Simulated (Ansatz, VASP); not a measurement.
## One calculation of ScAlN2, two programs

The input POSCAR:

```
ScAlN2
1.0
    2.9824562361      0.0000000000      0.0000000000
    0.0000000000      2.9824562361      0.0000000000
    0.0000000000      0.0000000000      4.2308135769
Sc N Al
1 2 1
Direct
    0.0000000000      0.0000000000      0.0000000000
    0.0000000000      0.0000000000      0.5000000000
    0.5000000000      0.5000000000      0.0000000000
    0.5000000000      0.5000000000      0.5000000000
```

File INCAR.step1:

```
  PREC = Accurate
  ENCUT = 520
  ISMEAR = 0
  SIGMA = 0.01
  LREAL = False
  LASPH = True
  NELM = 80
  NBANDS = 20
  GGA = PE
  ALGO = Normal
  EDIFF = 1E-4
  LWAVE = True
  LCHARG = False
```

INCAR.step2

```
  PREC = Accurate
  ENCUT = 520
  EDIFF = 1E-7
  ISMEAR = 0
  SIGMA = 0.01
  LREAL = False
  LASPH = True
  NELM = 80
  ALGO = Normal
  ISIF = 2
  LWAVE = False
  LCHARG = False
  METAGGA = R2SCAN
  LMIXTAU = True
  NBANDS = 20
  ISTART = 1
```

Contents of KPOINTS:

```
regular mesh
0
Gamma
  8 8 6
```

Input for Ansatz:

```yaml
crystal:
  lattice:
    - [2.9824562361, 0.0, 0.0]
    - [0.0, 2.9824562361, 0.0]
    - [0.0, 0.0, 4.2308135769]
  atoms:
    - { symbol: Sc, position: [0.0, 0.0, 0.0] }
    - { symbol: "N", position: [0.0, 0.0, 0.5] }
    - { symbol: Al, position: [0.5, 0.5, 0.5] }
    - { symbol: "N", position: [0.5, 0.5, 0.0] }
kpoints:
  mp_grid: { grid: [8, 8, 6] }
hamiltonian:
  xc: r2scan
scf:
  occupations: { method: fixed }
  n_extra_bands: 5
output:
  forces: true
  stress: true
  eigenvalues: true
```

Alike in both runs: task single point; functional r2SCAN; k mesh 8 × 8 × 6; no spin polarisation.

|  | VASP | Ansatz |
| --- | --- | --- |
| version | VASP 6.6.1 | Ansatz 0.2.0 |
| potentials or method | VASP PAW PBE potentials, release 64 (Sc_sv, N, Al) | plane waves, PAW |
| plane-wave cutoff (eV) | 520 | 500 |
| occupations | gaussian, width 0.01 eV | fixed |
| valence electrons in the cell | 24 | 24 |

|  | VASP | Ansatz | Ansatz less VASP |
| --- | --- | --- | --- |
| gap on the k mesh at the Fermi level (eV) | 0.99 | 1.00 | +0.009 |
| pressure (GPa) | 17.6 | 16.3 | -1.33 |

VASP's potentials were made for PBE, not for r2SCAN.
